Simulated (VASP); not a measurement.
Wanted: the native input for a VASP 6.6.1 run.

```yaml
Task: single point
Functional: PBE
Potentials_or_basis: VASP PAW PBE potentials, release 64 (Bi_d, Te)
Cutoff: 520 eV
k_mesh: 8 × 8 × 8
Occupations: gaussian, width 0.1 eV
Spin: no spin polarisation
Dipole_correction: no
Further_INCAR_settings: ALGO = Normal; EDIFF = 1e-06; NBANDS = 18
```

The structure of BiTe lies in POSCAR:

```
BiTe
1.0
    0.0000000000      3.2350000000      3.2350000000
    3.2350000000      0.0000000000      3.2350000000
    3.2350000000      3.2350000000      0.0000000000
Bi Te
1 1
Direct
    0.0000000000      0.0000000000      0.0000000000
    0.5000000000      0.5000000000      0.5000000000
```

These files were run (other wordings do the same):

INCAR

```
SYSTEM = BiTe
ALGO = Normal
EDIFF = 1E-6
ENCUT = 520
GGA = PE
ISIF = 2
ISMEAR = 0
LASPH = .TRUE.
LCHARG = .FALSE.
LREAL = .FALSE.
LWAVE = .FALSE.
NBANDS = 18
NELM = 100
PREC = Accurate
SIGMA = 0.1
```

KPOINTS

```
k-points
0
G
  8 8 8
  0 0 0
```

Potentials or basis: VASP PAW PBE potentials, release 64 (Bi_d, Te).

Command:

```console
$ cat potpaw_PBE.64/Bi_d/POTCAR potpaw_PBE.64/Te/POTCAR > POTCAR
$ mpirun -np 1 vasp_std > vasp.out
```

Results of the run:

```yaml
Pressure: 0.6 GPa
```

It took 24 s on 1 thread of Intel(R) Xeon(R) Platinum 8488C (Sapphire Rapids) (shared host), peak memory 0.21 GiB.
